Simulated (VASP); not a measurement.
Input of a VASP 6.6.1 run:

INCAR

```
  PREC = Accurate
  ENCUT = 520
  EDIFF = 1E-6
  ISMEAR = 0
  SIGMA = 0.1
  LREAL = F
  LASPH = T
  NELM = 80
  ALGO = Fast
  ISIF = 2
  LWAVE = F
  LCHARG = F
  GGA = PE
  NBANDS = 34
```

KPOINTS

```
Automatic mesh
0
Gamma
  12 12 12
```

POSCAR

```
MnGa3
1.0
    0.0000000000      3.1043001662      3.1043001662
    3.1043001662      0.0000000000      3.1043001662
    3.1043001662      3.1043001662      0.0000000000
Ga Mn
3 1
Direct
    0.2500000000      0.2500000000      0.2500000000
    0.7500000000      0.7500000000      0.7500000000
    0.5000000000      0.5000000000      0.5000000000
    0.0000000000      0.0000000000      0.0000000000
```

Potentials or basis: VASP PAW PBE potentials, release 64 (Ga_d, Mn_pv).

The run is started by

```bash
$ cat potpaw_PBE.64/Ga_d/POTCAR potpaw_PBE.64/Mn_pv/POTCAR > POTCAR
$ mpirun -np 1 vasp_std > vasp.out
```

Task: Predict the band gap on the k mesh.

Result: Zero (bands 26 and 27 overlap by 1.00 eV).

Task: Predict the pressure.

Result: 0.2 GPa.

Caveat: the run has no spin polarisation, though such a crystal can be magnetic. Spin polarisation is off, so any magnetic state and its effect on volume and gap are missing.
